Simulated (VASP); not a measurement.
Input of a VASP 6.6.1 run:

The input POSCAR:

```
Si
1.0
    0.0000000000      1.9044153544      1.9044153544
    1.9044153544      0.0000000000      1.9044153544
    1.9044153544      1.9044153544      0.0000000000
Si
1
Direct
    0.0000000000      0.0000000000      0.0000000000
```

INCAR.step1

```
  ALGO = Normal
  EDIFF = 1E-4
  ENCUT = 520
  GGA = PE
  ISMEAR = 0
  LASPH = T
  LCHARG = F
  LREAL = F
  LWAVE = T
  NBANDS = 8
  NELM = 100
  PREC = Accurate
  SIGMA = 0.1
```

File INCAR.step2:

```
  ALGO = Normal
  EDIFF = 1E-6
  ENCUT = 520
  ISIF = 2
  ISMEAR = 0
  ISTART = 1
  LASPH = T
  LCHARG = F
  LMIXTAU = T
  LREAL = F
  LWAVE = F
  METAGGA = R2SCAN
  NBANDS = 8
  NELM = 100
  PREC = Accurate
  SIGMA = 0.1
```

Contents of KPOINTS:

```
k-points
0
Gamma
  26 26 26
```

Potentials or basis: VASP PAW PBE potentials, release 64 (Si).

The run is started by

```sh
$ cat potpaw_PBE.64/Si/POTCAR > POTCAR
$ cp INCAR.step1 INCAR
$ mpirun -np 1 vasp_std > vasp.out
$ cp INCAR.step2 INCAR
$ mpirun -np 1 vasp_std > vasp.out
```

Q: Estimate the pressure.

A: 0.1 GPa.

Q: Predict the band gap on the k mesh.

A: Zero (bands 2 and 3 overlap by 16.00 eV).

Caveat: the PAW data sets were made with another functional, which shifts forces and pressure a little.
